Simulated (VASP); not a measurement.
# BN (Fm-3m) in VASP: G0W0 quasiparticle levels with LDA

Aim: the G0W0 quasiparticle levels of BN with LDA.

Everything below comes from runs of VASP 6.6.1. Logs are shortened: lines on timing, memory, paths and dates and some standing lists are left out, and cuts for length are marked.

### 1 The cell of the first run

The structure is cubic, space group Fm-3m (No. 225). Conventional cell: a = 3.492 Å, b = 3.492 Å, c = 3.492 Å, α = 90.00°, β = 90.00°, γ = 90.00°. B (site symmetry m-3m) has 6 N at 1.75 Å within 2.3 Å. Within 2.3 Å of N (site symmetry m-3m) lie 6 B at 1.75 Å.

### 2 G0W0 quasiparticle levels, LDA

Input file POSCAR:

```
BN
1.0
    0.0000000000      1.7458259346      1.7458259346
    1.7458259346      0.0000000000      1.7458259346
    1.7458259346      1.7458259346      0.0000000000
B N
1 1
Direct
    0.0000000000      0.0000000000      0.0000000000
    0.5000000000      0.5000000000      0.5000000000
```

Input file INCAR.step1:

```
SYSTEM = BN
  PREC = Accurate
  ENCUT = 500
  EDIFF = 1E-8
  ISMEAR = 0
  SIGMA = 0.01
  LREAL = .False.
  LASPH = .True.
  NELM = 100
  ALGO = Normal
  LWAVE = .True.
  LCHARG = .False.
```

Input file INCAR.step2:

```
SYSTEM = BN
  PREC = Accurate
  ENCUT = 500
  EDIFF = 1E-8
  ISMEAR = 0
  SIGMA = 0.01
  LREAL = .False.
  LASPH = .True.
  NELM = 1
  ALGO = Exact
  LWAVE = .True.
  LCHARG = .False.
  NBANDS = 64
  LOPTICS = .True.
  ISTART = 1
```

Input file INCAR.step3:

```
SYSTEM = BN
  PREC = Accurate
  ENCUT = 500
  EDIFF = 1E-8
  ISMEAR = 0
  SIGMA = 0.01
  LREAL = .False.
  LASPH = .True.
  ALGO = EVGW0
  LWAVE = .False.
  LCHARG = .False.
  NELMGW = 1
  NBANDS = 64
  ENCUTGW = 80.0
  NOMEGA = 48
  PRECFOCK = Fast
  ISTART = 1
  NBANDSGW = 12
```

Input file KPOINTS:

```
regular mesh
0
Gamma
  4 4 4
  0 0 0
```

Potentials or basis: VASP PAW LDA potentials, release 64 (B_GW, N_GW).

Command:

```sh
$ cat potpaw_LDA.64/B_GW/POTCAR potpaw_LDA.64/N_GW/POTCAR > POTCAR
$ cp INCAR.step1 INCAR
$ mpirun -np 1 vasp_std > vasp.out
$ cp INCAR.step2 INCAR
$ mpirun -np 1 vasp_std > vasp.out
$ cp INCAR.step3 INCAR
$ mpirun -np 1 vasp_std > vasp.out
```

OUTCAR:

```text
SYSTEM = BN
   PREC = Accurate
   ENCUT = 500
   EDIFF = 1E-8
   ISMEAR = 0
   LREAL = .False.
   LASPH = .True.
   NELMGW = 1
   ENCUTGW = 80.0
   PRECFOCK = Fast
   ISTART = 1

 ion  position               nearest neighbor table
   1  0.000  0.000  0.000-   2 1.75   2 1.75   2 1.75   2 1.75   2 1.75   2 1.75
   2  0.500  0.500  0.500-   1 1.75   1 1.75   1 1.75   1 1.75   1 1.75   1 1.75

  LATTYP: Found a face centered cubic cell.
 ALAT       =     3.4916518692

  Lattice vectors:

 A1 = (   0.0000000000,   1.7458259346,   1.7458259346)
 A2 = (   1.7458259346,   0.0000000000,   1.7458259346)
 A3 = (   1.7458259346,   1.7458259346,   0.0000000000)

Analysis of symmetry for initial positions (statically):
=====================================================================
 Subroutine PRICEL returns:
 Original cell was already a primitive cell.

 Routine SETGRP: Setting up the symmetry group for a
 face centered cubic supercell.

 Subroutine GETGRP returns: Found 48 space group operations
 (whereof 48 operations were pure point group operations)
 out of a pool of 48 trial point group operations.

The static configuration has the point symmetry O_h .

Analysis of symmetry for dynamics (positions and initial velocities):
=====================================================================
 Subroutine PRICEL returns:
 Original cell was already a primitive cell.

 Routine SETGRP: Setting up the symmetry group for a
 face centered cubic supercell.

 Subroutine GETGRP returns: Found 48 space group operations
 (whereof 48 operations were pure point group operations)
 out of a pool of 48 trial point group operations.

The dynamic configuration has the point symmetry O_h .

 Subroutine INISYM returns: Found 48 space group operations
 (whereof 48 operations are pure point group operations),
 and found     1 'primitive' translations

----------------------------------------------------------------------------------------

                                     Primitive cell

  volume of cell :      10.6422

  direct lattice vectors                    reciprocal lattice vectors
     0.000000000  1.745825935  1.745825935    -0.286397395  0.286397395  0.286397395
     1.745825935  0.000000000  1.745825935     0.286397395 -0.286397395  0.286397395
     1.745825935  1.745825935  0.000000000     0.286397395  0.286397395 -0.286397395

  length of vectors
     2.468970714  2.468970714  2.468970714     0.496054840  0.496054840  0.496054840

  position of ions in fractional coordinates (direct lattice)
     0.000000000  0.000000000  0.000000000
     0.500000000  0.500000000  0.500000000

  ion indices of the primitive-cell ions
   primitive index   ion index
                 1           1
                 2           2

----------------------------------------------------------------------------------------

 KPOINTS: regular mesh

Automatic generation of k-mesh.
 Grid dimensions read from file:
 generate k-points for:    4    4    4

 Generating k-lattice:

  Cartesian coordinates                     Fractional coordinates (reciprocal lattice)
    -0.071599349  0.071599349  0.071599349     0.250000000  0.000000000  0.000000000
     0.071599349 -0.071599349  0.071599349     0.000000000  0.250000000  0.000000000
     0.071599349  0.071599349 -0.071599349     0.000000000  0.000000000  0.250000000

  Length of vectors
     0.124013710  0.124013710  0.124013710

  Shift w.r.t. Gamma in fractional coordinates (k-lattice)
     0.000000000  0.000000000  0.000000000

 Subroutine IBZKPT returns following result:
 ===========================================

 Found      8 irreducible k-points:

 Following reciprocal coordinates:
            Coordinates               Weight
  0.000000  0.000000  0.000000      1.000000
  0.250000  0.000000  0.000000      8.000000
  0.500000  0.000000  0.000000      4.000000
  0.250000  0.250000  0.000000      6.000000
  0.500000  0.250000  0.000000     24.000000
 -0.250000  0.250000  0.000000     12.000000
  0.500000  0.500000  0.000000      3.000000
 -0.250000  0.500000  0.250000      6.000000
   k-points           NKPTS =      8   k-points in BZ     NKDIM =     64   number of bands    NBANDS=     64
   number of dos      NEDOS =    301   number of ions     NIONS =      2
   total plane-waves  NPLWV =   5832
   dimension x,y,z NGX =    18 NGY =   18 NGZ =   18
   dimension x,y,z NGXF=    36 NGYF=   36 NGZF=   36
   ions per type =               1   1
   NGX,Y,Z   is equivalent  to a cutoff of  12.12, 12.12, 12.12 a.u.
   NGXF,Y,Z  is equivalent  to a cutoff of  24.24, 24.24, 24.24 a.u.
 SYSTEM =  BN
   PREC   = accura    normal or accurate (medium, high low for compatibility)
   ISTART =      1    job   : 0-new  1-cont  2-samecut
   ICHARG =      0    charge: 1-file 2-atom 10-const
   ISPIN  =      1    spin polarized calculation?
   LNONCOLLINEAR =      F non collinear calculations
   LSORBIT =      F    spin-orbit coupling
   LASPH  =      T    aspherical Exc in radial PAW
   ENCUT  =  500.0 eV  36.75 Ry    6.06 a.u.   4.50  4.50  4.50*2*pi/ulx,y,z
   NELM   =     60;   NELMIN=  2; NELMDL=  0     # of ELM steps
   EDIFF  = 0.1E-07   stopping-criterion for ELM
   LREAL  =      F    real-space projection
   EDIFFG = 0.1E-06   stopping-criterion for IOM
   NSW    =      0    number of steps for IOM
   IBRION =     -1    ionic relax: 0-MD 1-quasi-New 2-CG
   NFREE  =      0    steps in history (QN), initial steepest desc. (CG)
   ISIF   =      0    stress and relaxation
   ISYM   =      3    0-nonsym 1-usesym 2-fastsym
   POTIM  = 0.5000    time-step for ionic-motion
   TEBEG  =    0.0;   TEEND  =   0.0 temperature during run
   PSTRESS=    0.0 pullay stress
   NELECT =       8.0000    total number of electrons
   NUPDOWN=      -1.0000    fix difference up-down
   EMIN   =  10.00;   EMAX   =-10.00  energy-range for DOS
   EFERMI =   0.00;   METHOD = LEGACY
   ISMEAR =     0;   SIGMA  =   0.01  broadening in eV -4-tet -1-fermi 0-gaus
   EFERMI_NEDOS =   21; number of points for ismear=-14 and -15
   IALGO  =     38    algorithm
   IMIX   =      4    mixing-type and parameters
     AMIX     =   0.40;   BMIX     =  1.00
     AMIX_MAG =   1.60;   BMIX_MAG =  1.00
  volume/ion in A,a.u.               =       5.32        35.91
  Fermi-wavevector in a.u.,A,eV,Ry     =   1.488540  2.812933 30.147133  2.215752
  Thomas-Fermi vector in A             =   2.601562
   LORBIT       =      0    0 simple, 1 ext, 2 COOP (PROOUT), +10 PAW based schemes
   GGA     = CA    functional components
   LHFCALC =     T    Hartree Fock is set to
   PRECFOCK=fast      Normal, Fast or Accurate (Low or Medium for compatibility)
   ENCUT4O =  -1.0   cutoff for four orbital integrals eV
   NKREDX  =     1    reduce k-point grid by
   NKREDY  =     1    reduce k-point grid by
   NKREDZ  =     1    reduce k-point grid by
   AEXX    =    1.0000 exact exchange contribution
   HFSCREEN=    0.0000 screening length (either q_TF or 0.3 A-1)
   HFSCREENC=   0.0000 screening length for correlation (either q_TF or 0.3 A-1)
   ENCUTFOCK=  -1.0 apply spherical cutoff to Coloumb kernel
   IVDW    =     0    specifies the selected vdW correction
   LEPSILON=     F    determine dielectric tensor
   LRPA    =     F    only Hartree local field effects (RPA)
   LRPAFORCE           =     F    calculate RPA forces
   ENCUTGW             =  80.0    cutoff for response function in eV
   ENCUTGWSOFT         =  64.0    soft cutoff for Coulomb kernel in GW response function in eV
   ENCUTLF             =  -1.0    cutoff for local field effects
   NELMGW              =     1    number of iterations in solving QP/BSE equation
   NELMHF              =     1    number of iterations in the inner HF iteration
   NKREDLFX            =     1    NKREDLFY  =   1   NKREDLFZ  =   1
 non-spin polarized calculation
 Gauss-broadening in eV      SIGMA  =   0.01
  energy-cutoff  :      500.00
  volume of cell :       10.64
 maximum number of plane-waves:       290
 NGX is ok and might be reduce to    18
  NGX = 10; NGY = 10; NGZ = 10
   NGX =  9   NGY =  9   NGZ =  9
 maximum number of plane-waves:        22
 NGX is ok and might be reduce to    10

 QP shifts <psi_nk| G(iteration)W_0 |psi_nk>: iteration 1
 for sc-GW calculations column KS-energies equals QP-energies in previous step
 and V_xc(KS)=  KS-energies - (<T + V_ion + V_H > + <T+V_H+V_ion>^1  + <V_x>^1)

 k-point   1 :       0.0000    0.0000    0.0000
  band No.  KS-energies  QP-energies   sigma(KS)   V_xc(KS)     V^pw_x(r,r')   Z            occupation Imag(sigma)

      1     -11.7957     -13.0133     -16.9203     -15.3362     -26.3159       0.7686       2.0000       1.9255
      2       9.6782       9.8759     -17.5779     -17.8252     -21.1097       0.7997       2.0000       0.1455
      3       9.6782       9.8759     -17.5779     -17.8252     -21.1097       0.7997       2.0000       0.1455
      4       9.6782       9.8759     -17.5779     -17.8252     -21.1097       0.7997       2.0000       0.1455
      5      20.0478      20.8171     -15.9118     -16.8972      -9.3334       0.7806       0.0000      -0.2591
      6      22.4150      23.8792     -13.3246     -15.2438      -5.6626       0.7629       0.0000      -0.4020
      7      22.4150      23.8792     -13.3246     -15.2438      -5.6626       0.7629       0.0000      -0.4020
      8      22.4150      23.8792     -13.3246     -15.2438      -5.6626       0.7629       0.0000      -0.4020
      9      29.0988      29.8652     -12.1834     -13.1051      -5.8856       0.8315       0.0000      -0.3486
     10      29.0988      29.8652     -12.1834     -13.1051      -5.8856       0.8315       0.0000      -0.3486
     11      29.0988      29.8652     -12.1834     -13.1051      -5.8856       0.8315       0.0000      -0.3486
     12      34.5013      35.1198     -10.5996     -11.3653      -2.9796       0.8077       0.0000      -0.5540

 k-point   2 :       0.2500    0.0000    0.0000
  band No.  KS-energies  QP-energies   sigma(KS)   V_xc(KS)     V^pw_x(r,r')   Z            occupation Imag(sigma)
[... 97 lines left out ...]
      1      -3.4665      -4.3658     -18.6006     -17.4340     -26.4505       0.7709       2.0000       0.9266
      2       1.0029       0.6681     -15.6902     -15.2540     -20.8935       0.7677       2.0000       0.3922
      3       1.0029       0.6681     -15.6902     -15.2540     -20.8935       0.7677       2.0000       0.3922
      4       3.6321       3.2412     -15.9342     -15.4345     -20.1976       0.7822       2.0000       0.2509
      5      17.7449      18.8945     -15.3448     -16.7986      -9.9581       0.7907       0.0000      -0.1760
      6      18.2477      19.4225     -13.1412     -14.6288      -6.7791       0.7897       0.0000      -0.1971
      7      24.8327      26.5640     -15.1642     -17.4120      -7.9105       0.7702       0.0000      -0.3836
      8      24.8327      26.5640     -15.1642     -17.4120      -7.9105       0.7702       0.0000      -0.3836
      9      30.1489      31.1136     -11.9424     -13.1433      -4.2904       0.8034       0.0000      -0.7179
     10      30.1489      31.1136     -11.9424     -13.1433      -4.2904       0.8034       0.0000      -0.7179
     11      50.1368      51.9621     -13.0121     -15.0454      -4.8236       0.8977       0.0000      -2.5954
     12      50.9107      52.4920     -11.7681     -13.6374      -3.2200       0.8459       0.0000      -2.1044
```

Wall time 6.3 s (1 thread of Intel Xeon 6975P-C (Granite Rapids), shared host); peak memory 0.13 GiB.

Results:

```
Quasiparticle gap                                   : 2.21 eV
Least direct quasiparticle gap                      : 6.53 eV
Band gap of the starting levels on the mesh         : 1.96 eV
Least direct gap of the starting levels on the mesh : 5.62 eV
```

Caveat: the k points lie up to 0.78 Å⁻¹ apart; bands, screening cutoff and mesh are small and nothing is extrapolated, so the quasiparticle values aren't converged; the structure was generated, so it needn't be the stable form of BN.
